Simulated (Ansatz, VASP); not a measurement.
## Ta4N in VASP and in Ansatz

```xyz
5
Lattice="4.2303 0.0000 0.0000 0.0000 4.2303 0.0000 0.0000 0.0000 4.2303" Properties=species:S:1:pos:R:3 pbc="T T T"
Ta    2.1152    0.0000    0.0000
Ta    0.0000    2.1152    0.0000
Ta    0.0000    0.0000    2.1152
Ta    2.1152    2.1152    2.1152
N     0.0000    0.0000    0.0000
```

Change from the starting cell: species swapped into the Co4N type (Pm-3m, No. 221).

Alike in both runs: task relaxation of cell and atoms; functional PBE; k mesh 4 × 4 × 4; occupations gaussian, width 0.1 eV; no spin polarisation.

|  | VASP | Ansatz |
| --- | --- | --- |
| version | VASP 6.6.1 | Ansatz 0.2.0 |
| potentials or method | VASP PAW PBE potentials, release 64 (Ta_pv, N), cutoff 600 eV | scalar-relativistic, plane waves, PAW |
| valence electrons in the cell | 49 | 57 |

Ansatz gave:

| Property | Result |
| --- | --- |
| gap on the k mesh at the Fermi level, each at its own relaxed structure (eV) | none |
| relaxed volume (Å³/atom) | 15.80 |
| relaxed length of the cell vector where the two differ most in proportion (Å) | 4.291 |

Problem. Estimate VASP's values.

Solution. gap on the k mesh at the Fermi level, each at its own relaxed structure (eV): none; relaxed volume (Å³/atom): 15.82; relaxed length of the cell vector where the two differ most in proportion (Å): 4.292.

A gap of «none» marks a metal or a gap that the smearing closes. VASP's potentials hold 49 valence electrons a cell and Ansatz's 57, so a difference there can come from the potentials and not from the codes.

The k mesh is coarse, so the values compare programs but aren't converged. Spin-orbit coupling is off throughout.
